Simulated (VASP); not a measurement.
Here is a VASP 6.6.1 calculation.

Contents of INCAR:

```
SYSTEM = MoS2
  ALGO = Normal
  EDIFF = 1E-7
  ENCUT = 520
  GGA = PS
  ISIF = 2
  ISMEAR = 1
  LASPH = .True.
  LCHARG = .False.
  LREAL = .False.
  LWAVE = .False.
  NBANDS = 20
  NELM = 80
  PREC = Accurate
  SIGMA = 0.15
```

The input KPOINTS:

```
k-points
0
Gamma
  10 10 5
  0 0 0
```

Contents of POSCAR:

```
MoS2
1.0
    3.3316479428      0.0000000000      0.0000000000
   -1.6658234553      2.8852910532      0.0000000000
    0.0000000000      0.0000000000      6.5162403573
Mo S
1 2
Direct
    0.0000000000      0.0000000000      0.5000000000
    0.3333333333      0.6666666667      0.2553190000
    0.6666666667      0.3333333333      0.7446810000
```

Potentials or basis: VASP PAW PBE potentials, release 64 (Mo_sv, S).

The run is started by

```sh
$ cat potpaw_PBE.64/Mo_sv/POTCAR potpaw_PBE.64/S/POTCAR > POTCAR
$ mpirun -np 1 vasp_std > vasp.out
```

(1) What does it give for the band gap on the k mesh?

(2) What does it give for the largest force?

(3) Predict the pressure.

## Answers

(1) zero (band 13 reaches 6.04 eV, above the bottom of band 14 at 5.27 eV).

(2) 1.303 eV/Å.

(3) -13.1 GPa.

Caveat: the PAW data sets were made with another functional, which shifts forces and pressure a little; this functional lacks dispersion, which binds the layers, so the pressure and a relaxed spacing across them are unreliable.
